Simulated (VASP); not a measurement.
# Pt (Fm-3m) in VASP: further runs, part 2 of 2

VASP 6.6.1. The steps go on from the part before.

### Step 4. Single point, PBEsol, collinear spin (12.33 Å³/atom)

INCAR

```
SYSTEM = Pt
PREC = Accurate
ENCUT = 520
EDIFF = 1E-7
ISMEAR = 0
SIGMA = 0.15
LREAL = .False.
LASPH = .True.
NELM = 150
ALGO = Fast
ISIF = 2
LWAVE = .False.
LCHARG = .False.
ISPIN = 2
MAGMOM = 0.25
LORBIT = 11
NUPDOWN = 0.25
LMAXMIX = 4
GGA = PS
NBANDS = 15
```

KPOINTS

```
regular mesh
0
Gamma
  22 22 22
  0 0 0
```

POSCAR

```
Pt
1.0
    0.0000000000      1.8335775616      1.8335775616
    1.8335775616      0.0000000000      1.8335775616
    1.8335775616      1.8335775616      0.0000000000
Pt
1
Direct
    0.0000000000      0.0000000000      0.0000000000
```

Potentials or basis: VASP PAW PBE potentials, release 64 (Pt).

The run is started by

```bash
> cat potpaw_PBE.64/Pt/POTCAR > POTCAR
> mpirun -np 1 vasp_std > vasp.out
```

OUTCAR:

```text
SYSTEM = Pt
   PREC = Accurate
   ENCUT = 520
   EDIFF = 1E-7
   ISMEAR = 0
   LREAL = .False.
   LASPH = .True.
   NELM = 150
   ISIF = 2
   ISPIN = 2
   LORBIT = 11
   NUPDOWN = 0.25
   GGA = PS

 ion  position               nearest neighbor table
   1  0.000  0.000  0.000-

  LATTYP: Found a face centered cubic cell.
 ALAT       =     3.6671551232

  Lattice vectors:

 A1 = (   0.0000000000,   1.8335775616,   1.8335775616)
 A2 = (   1.8335775616,   0.0000000000,   1.8335775616)
 A3 = (   1.8335775616,   1.8335775616,   0.0000000000)

Analysis of symmetry for initial positions (statically):
=====================================================================
 Subroutine PRICEL returns:
 Original cell was already a primitive cell.

 Routine SETGRP: Setting up the symmetry group for a
 face centered cubic supercell.

 Subroutine GETGRP returns: Found 48 space group operations
 (whereof 48 operations were pure point group operations)
 out of a pool of 48 trial point group operations.

The static configuration has the point symmetry O_h .

Analysis of symmetry for dynamics (positions and initial velocities):
=====================================================================
 Subroutine PRICEL returns:
 Original cell was already a primitive cell.

 Routine SETGRP: Setting up the symmetry group for a
 face centered cubic supercell.

 Subroutine GETGRP returns: Found 48 space group operations
 (whereof 48 operations were pure point group operations)
 out of a pool of 48 trial point group operations.

The dynamic configuration has the point symmetry O_h .

Analysis of structural, dynamic, and magnetic symmetry:
=====================================================================
 Subroutine PRICEL returns:
 Original cell was already a primitive cell.

 Routine SETGRP: Setting up the symmetry group for a
 face centered cubic supercell.

 Subroutine GETGRP returns: Found 48 space group operations
 (whereof 48 operations were pure point group operations)
 out of a pool of 48 trial point group operations.

The overall configuration has the point symmetry O_h .
[... 153 lines left out ...]
 Fermi energy:        15.5892520868

 spin component 1

 k-point     1 :       0.0000    0.0000    0.0000
  band No.  band energies     occupation
      1       2.6369      1.00000
      2      10.0993      1.00000
      3      10.0993      1.00000
      4      10.0993      1.00000
      5      13.1259      1.00000
      6      13.1260      1.00000
      7      29.1837      0.00000
      8      35.3404      0.00000
      9      35.3404      0.00000
     10      35.3404      0.00000
     11      41.4356      0.00000
     12      47.1343      0.00000
     13      47.1343      0.00000
     14      47.1343      0.00000
[... 403 lines left out ...]
      4      13.3652      1.00000
      5      15.3111      0.99564
      6      16.0380      0.00001
      7      23.1439      0.00000
      8      29.0758      0.00000
      9      35.4093      0.00000
     10      35.8508      0.00000
     11      46.7014      0.00000
     12      47.2874      0.00000
     13      47.3820      0.00000
     14      47.5309      0.00000
     15      48.1509      0.00000

 [... further k-points ...]

 spin component 2

 k-point     1 :       0.0000    0.0000    0.0000
  band No.  band energies     occupation
      1       2.6856      1.00000
      2      10.2684      1.00000
      3      10.2684      1.00000
      4      10.2684      1.00000
      5      13.2852      1.00000
      6      13.2852      1.00000
      7      29.2324      0.00000
      8      35.3836      0.00000
      9      35.3836      0.00000
     10      35.3836      0.00000
     11      41.4457      0.00000
     12      47.4250      0.00000
     13      47.4250      0.00000
     14      47.4250      0.00000
[... 403 lines left out ...]
      4      13.4309      1.00000
      5      15.4974      0.10794
      6      16.1939      0.00000
      7      23.2850      0.00000
      8      29.1145      0.00000
      9      35.4791      0.00000
     10      35.9209      0.00000
     11      46.7771      0.00000
     12      47.5726      0.00000
     13      47.5910      0.00000
     14      47.6576      0.00000
     15      48.2235      0.00000

 [... further k-points ...]
[... 5 lines left out ...]
  --------------------------------------------------------------------------------------
  -------------------------------------------------------------------------------------
  Total        7.4767679      7.4767679      7.4767679      0.0000000      0.0000000     -0.0000000
  in kB      971.6204139    971.6204139    971.6204139      0.0000000      0.0000000     -0.0000000
  external PRESSURE =     971.6204139 kB  Pullay stress =       0.0000000 kB

 VOLUME and BASIS-vectors are now :
 -----------------------------------------------------------------------------
  energy-cutoff  :      520.00
  volume of cell :       12.33
      direct lattice vectors                 reciprocal lattice vectors
     0.000000000  1.833577562  1.833577562    -0.272690946  0.272690946  0.272690946
     1.833577562  0.000000000  1.833577562     0.272690946 -0.272690946  0.272690946
     1.833577562  1.833577562  0.000000000     0.272690946  0.272690946 -0.272690946

 POSITION                                       TOTAL-FORCE (eV/Angst)
 -----------------------------------------------------------------------------------
      0.00000      0.00000      0.00000         0.000000      0.000000     -0.000000
 -----------------------------------------------------------------------------------
    total drift:                                0.000000      0.000000     -0.000000

  FREE ENERGIE OF THE ION-ELECTRON SYSTEM (eV)
  ---------------------------------------------------
  free  energy   TOTEN  =        -6.2991321233 eV

  energy  without entropy=       -6.2854652937  energy(sigma->0) =       -6.29229871

 total charge

# of ion       s       p       d       tot
------------------------------------------
    1        0.762   0.919   8.290   9.970

 magnetization (x)

# of ion       s       p       d       tot
------------------------------------------
    1       -0.000  -0.001   0.244   0.243
```

OSZICAR:

```text
N       E                     dE             d eps       ncg     rms          rms(c)
DAV:   1     0.456874680328E+02    0.45687E+02   -0.48189E+03 19790   0.598E+02
DAV:   2    -0.588866529379E+01   -0.51576E+02   -0.49404E+02 27443   0.166E+02
DAV:   3    -0.669253968313E+01   -0.80387E+00   -0.80207E+00 25392   0.183E+01
DAV:   4    -0.669415129344E+01   -0.16116E-02   -0.16114E-02 23970   0.964E-01
DAV:   5    -0.669415676255E+01   -0.54691E-05   -0.54699E-05 25206   0.458E-02    0.243E+01
RMM:   6    -0.638191548509E+01    0.31224E+00   -0.15634E-01 22167   0.262E+00    0.131E+01
RMM:   7    -0.630414824400E+01    0.77767E-01   -0.69183E-02 24668   0.183E+00    0.359E+00
RMM:   8    -0.630092056283E+01    0.32277E-02   -0.43050E-03 25975   0.513E-01    0.139E+00
RMM:   9    -0.629911837308E+01    0.18022E-02   -0.14862E-03 25850   0.267E-01    0.165E-01
RMM:  10    -0.629912972680E+01   -0.11354E-04   -0.92482E-05 27108   0.536E-02    0.442E-02
RMM:  11    -0.629913179601E+01   -0.20692E-05   -0.12351E-05 27232   0.210E-02    0.357E-02
RMM:  12    -0.629913177015E+01    0.25867E-07   -0.24648E-06 27088   0.783E-03    0.100E-02
RMM:  13    -0.629913209946E+01   -0.32932E-06   -0.31402E-07 25812   0.295E-03    0.161E-03
RMM:  14    -0.629913212328E+01   -0.23813E-07   -0.62902E-08 21817   0.127E-03
   1 F= -.62991321E+01 E0= -.62922987E+01  d E =-.136668E-01  mag=     0.2500
```

stdout:

```text
POSCAR found type information on POSCAR Pt
 POSCAR found :  1 types and       1 ions
 scaLAPACK will be used
 -----------------------------------------------------------------------------
|                                                                             |
|                                                                             |
|     You enforced a specific xc type in the INCAR file but a different       |
|     I HOPE YOU KNOW WHAT YOU ARE DOING!                                     |
|                                                                             |
 -----------------------------------------------------------------------------

 LDA part: xc-table for (Slater+PW92), standard interpolation
 POSCAR, INCAR and KPOINTS ok, starting setup
 FFT: planning ... GRIDC
 FFT: planning ... GRID_SOFT
 FFT: planning ... GRID
 WAVECAR not read
 entering main loop
WARNING in EDDRMM: call to ZHEGV failed, returncode =   8  4     12
WARNING in EDDRMM: call to ZHEGV failed, returncode =   6  3     12
```

It took 53 s on 1 thread of Intel Xeon 6975P-C (Granite Rapids), shared host; peak memory 0.2 GiB.

What came out:

```
Free energy                                           : -6.2991 eV
Pressure                                              : 97.2 GPa
Net moment                                            : 0.25 μB per cell
Site moments                                          : Pt +0.24 μB
Valence electrons inside the program's atomic spheres : Pt 9.97
```

Caveat: the cell stands under pressure; the PAW data sets were made with another functional, which shifts forces and pressure a little; the total moment is fixed, so each spin has its own Fermi level.

### Step 5. Single point, PBEsol, collinear spin (12.33 Å³/atom)

INCAR

```
SYSTEM = Pt
  PREC = Accurate
  ENCUT = 520
  EDIFF = 1E-6
  ISMEAR = 0
  SIGMA = 0.15
  LREAL = .FALSE.
  LASPH = .TRUE.
  NELM = 150
  ALGO = Normal
  ISIF = 2
  LWAVE = .FALSE.
  LCHARG = .TRUE.
  ISPIN = 2
  MAGMOM = 0.05
  LORBIT = 11
  NUPDOWN = 0.05
  LMAXMIX = 4
  GGA = PS
  LELF = .TRUE.
  LVHAR = .TRUE.
  NBANDS = 15
```

KPOINTS

```
regular mesh
0
G
  22 22 22
  0 0 0
```

POSCAR is that of step 4.

The run is started by

```bash
> cat potpaw_PBE.64/Pt/POTCAR > POTCAR
> mpirun -np 1 vasp_std > vasp.out
```

Run time: 44 s. Hardware: 1 thread of Intel Xeon 6975P-C (Granite Rapids), shared host; peak memory 0.2 GiB.

It converged, with:

```
Free energy                                           : -6.3122 eV
Pressure                                              : 96.6 GPa
Net moment                                            : 0.05 μB per cell
Site moments                                          : Pt +0.05 μB
Valence electrons inside the program's atomic spheres : Pt 9.97
```

Caveat: the cell stands under pressure; the PAW data sets were made with another functional, which shifts forces and pressure a little; the total moment is fixed, so each spin has its own Fermi level.

### Step 6. Overview

| fixed moment (μB) | pressure (GPa) | moment (μB) |
| --- | --- | --- |
| 0.35 | 97.7 | 0.35 |
| 0.15 | 96.8 | 0.15 |
| 0.25 | 97.2 | 0.25 |
| 0.05 | 96.6 | 0.05 |

Alike in all rows: task single point; level PBEsol; potentials or basis VASP PAW PBE potentials, release 64 (Pt); spin collinear; cell as given; k mesh 22 × 22 × 22; cutoff (eV) 520; smearing gaussian 0.15 eV.

Caveats: the cell stands under pressure; the PAW data sets were made with another functional, which shifts forces and pressure a little; the total moment is fixed, so each spin has its own Fermi level.

Absolute energies hang on the potentials; compare differences alone.
